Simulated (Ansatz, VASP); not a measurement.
## One calculation of C, two programs

```
C
1.0
     2.16576   -1.25656   -0.01769
     2.17155    1.26660   -0.03614
    -1.45018   -0.02956    3.49670
C
2
Direct
  0.80893 0.81155 0.00119
  0.19107 0.18845 0.99881
```

Change from the starting cell: all atoms moved at random, cell strained at random.

Alike in both runs: task single point; functional PBE; k mesh 16 × 16 × 10; occupations gaussian, width 0.05 eV; no spin polarisation.

```csv
,VASP,Ansatz
version,VASP 6.6.1,Ansatz 0.2.0
potentials or method,"VASP PAW PBE potentials, release 64 (C), cutoff 520 eV","scalar-relativistic, plane waves, PAW"
valence electrons in the cell,8,8
```

Ansatz gave:

- gap on the k mesh at the Fermi level (eV): none
- pressure (GPa): -1.9
- traceless stress, the component that is largest in VASP (GPa): -9.18
- rms of the force components (eV/Å): 4.027

Which values does VASP return?

gap on the k mesh at the Fermi level (eV): none; pressure (GPa): -1.6; traceless stress, the component that is largest in VASP (GPa): -9.33; rms of the force components (eV/Å): 4.030.

Atom by atom the forces differ by 0.004 eV/Å (rms over components). A gap of «none» marks a metal or a gap that the smearing closes.
